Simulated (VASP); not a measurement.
# Ga2O3 (C2/m) in VASP: further runs, part 2 of 2

VASP 6.6.1. Earlier steps stand in the parts before.

## Step 3: Single point, r2SCAN (the distance across one plane changed)

The input, POSCAR:

```
Ga2O3
1.0
    0.0000000000      3.0390611527      0.0000000000
   -6.1278415757      1.5195305764     -0.0025325578
   -2.7766465459      0.0000000000     10.9799545168
Ga O
8 12
Direct
    0.0960663546      0.8078672907      0.9219109337
    0.0929766425      0.8140467150      0.4082511013
    0.9132027818      0.1735944364      0.6190685633
    0.9101130697      0.1797738607      0.1054087310
    0.6627892297      0.6744215405      0.6751938595
    0.6596995176      0.6806009648      0.1615340272
    0.3464799067      0.3070401866      0.8657856374
    0.3433901945      0.3132196109      0.3521258051
    0.1676413092      0.6647173817      0.5697297750
    0.1645515970      0.6708968060      0.0560699427
    0.8416278273      0.3167443454      0.9712497219
    0.8385381151      0.3229237697      0.4575898896
    0.1781728400      0.6436543200      0.8031199003
    0.1750831279      0.6498337443      0.2894600680
    0.8310962964      0.3378074071      0.7378595966
    0.8280065843      0.3439868314      0.2241997643
    0.5001665547     -0.0003331094      0.6452786722
    0.4970768425      0.0058463149      0.1316188399
    0.5091025818      0.9817948365      0.8957008247
    0.5060128696      0.9879742608      0.3820409924
```

The input, INCAR.step1:

```
SYSTEM = Ga2O3
PREC     = Accurate       ! precision mode
ENCUT    = 520            ! plane-wave cutoff, eV
ISMEAR   = 0              ! smearing method
SIGMA    = 0.05           ! smearing width, eV
LREAL    = Auto         
LASPH    = .TRUE.         ! aspherical terms in the spheres
NELM     = 80             ! most SCF steps
NBANDS   = 104            ! bands
ISYM     = 0            
GGA      = PE             ! functional
ALGO     = Normal         ! electronic algorithm
EDIFF    = 1E-4           ! SCF threshold, eV
LWAVE    = .TRUE.         ! write WAVECAR
LCHARG   = .FALSE.        ! write CHGCAR
KPAR     = 4
```

The input, INCAR.step2:

```
SYSTEM = Ga2O3
PREC     = Accurate       ! precision mode
ENCUT    = 520            ! plane-wave cutoff, eV
EDIFF    = 1E-7           ! SCF threshold, eV
ISMEAR   = 0              ! smearing method
SIGMA    = 0.05           ! smearing width, eV
LREAL    = Auto         
LASPH    = .TRUE.         ! aspherical terms in the spheres
NELM     = 80             ! most SCF steps
ALGO     = Normal         ! electronic algorithm
ISIF     = 2              ! what is computed and relaxed
LWAVE    = .FALSE.        ! write WAVECAR
LCHARG   = .TRUE.         ! write CHGCAR
METAGGA  = R2SCAN         ! meta-GGA
LMIXTAU  = .TRUE.       
LVHAR    = .TRUE.       
NBANDS   = 104            ! bands
ISYM     = 0            
ISTART   = 1            
KPAR     = 4
```

The input, KPOINTS:

```
regular mesh
0
G
  8 4 2
  0 0 0
```

Potentials or basis: VASP PAW PBE potentials, release 64 (Ga_d, O).

Command:

```sh
$ cat potpaw_PBE.64/Ga_d/POTCAR potpaw_PBE.64/O/POTCAR > POTCAR
$ cp INCAR.step1 INCAR
$ mpirun -np 4 vasp_std > vasp.out
$ cp INCAR.step2 INCAR
$ mpirun -np 4 vasp_std > vasp.out
```

OUTCAR:

```text
SYSTEM = Ga2O3
   PREC = Accurate
   ENCUT = 520
   EDIFF = 1E-7
   ISMEAR = 0
   LREAL = Auto
   LASPH = .TRUE.
   NELM = 80
   ISIF = 2
   METAGGA = R2SCAN
   ISYM = 0
   ISTART = 1

 ion  position               nearest neighbor table
   1  0.096  0.808  0.922-  10 1.55  19 1.84  19 1.84  13 1.87
   2  0.093  0.814  0.408-   9 1.83  20 1.84  20 1.84  14 1.87
[... 2710 lines left out ...]
  -------------------------------------------------------------------------------------
  Total        5.9136109      4.8051062     40.2443351      0.0105473      0.0005433      9.6276028
  in kB       46.3308675     37.6461594    315.2988905      0.0826339      0.0042562     75.4285656
  external PRESSURE =     133.0919725 kB  Pullay stress =       0.0000000 kB

 VOLUME and BASIS-vectors are now :
 -----------------------------------------------------------------------------
  energy-cutoff  :      520.00
  volume of cell :      204.50
      direct lattice vectors                 reciprocal lattice vectors
     0.000000000  3.039061153  0.000000000     0.081586272  0.329048989  0.020631801
    -6.127841576  1.519530576 -0.002532558    -0.163172544  0.000000000 -0.041263603
    -2.776646546  0.000000000 10.979954517    -0.000037636  0.000000000  0.091065541

 POSITION                                       TOTAL-FORCE (eV/Angst)
 -----------------------------------------------------------------------------------
     -7.51030      1.51953     10.12049        -3.116175      0.004335    -10.845956
     -6.12192      1.51953      4.48052        -0.003304      0.005703      0.011082
     -2.78269      3.03906      6.79691         0.002884     -0.000058     -0.010772
     -1.39431      3.03906      1.15693         3.117223      0.017414     10.859723
     -6.00752      3.03906      7.41189        -0.020880     -0.002728      0.043698
     -4.61914      3.03906      1.77191        -0.158449     -0.004491      1.203680
[... 12 lines left out ...]
     -8.50333      3.03906      9.83227        -0.820346     -0.000026     -0.685827
     -7.11494      3.03906      4.19229        -0.067440     -0.003338     -0.020475
 -----------------------------------------------------------------------------------
    total drift:                                0.026600      0.068764     -0.076510

  FREE ENERGIE OF THE ION-ELECTRON SYSTEM (eV)
  ---------------------------------------------------
  free  energy   TOTEN  =      -202.0349248315 eV

  energy  without entropy=     -202.0349248315  energy(sigma->0) =     -202.03492483
```

Run time: 16 min. Hardware: 4 MPI ranks of Intel Xeon Platinum 8259CL at 2.50GHz (Skylake/Cascade Lake), shared host; peak memory 0.63 GiB.

What came out:

```yaml
Free_energy: -202.0349 eV
Pressure: 13.3 GPa
Largest_force: 11.298 eV/Å
Band_gap_on_the_k_mesh: 3.05 eV
```

Forces in eV/Å, atoms in the order of the input:
```
Ga   -3.116   0.004 -10.846
Ga   -0.003   0.006   0.011
Ga    0.003   0.000  -0.011
Ga    3.117   0.017  10.860
Ga   -0.021  -0.003   0.044
Ga   -0.158  -0.004   1.204
Ga    0.159   0.011  -1.223
Ga    0.049  -0.002  -0.079
O     0.077  -0.001   0.000
O     3.409  -0.003  10.717
O    -3.419  -0.002 -10.710
O    -0.076   0.000   0.003
O     0.309  -0.002  -0.292
O     0.044  -0.002  -0.176
O    -0.055  -0.005   0.178
O    -0.306  -0.003   0.308
O     0.067  -0.007   0.028
O     0.807  -0.002   0.692
O    -0.820   0.000  -0.686
O    -0.067  -0.003  -0.020
```

Caveat: the cell differs from its parent crystal (the distance across one plane changed); the stress differs along the axes, from 4 to 32 GPa; the PAW data sets were made with another functional, which shifts forces and pressure a little.
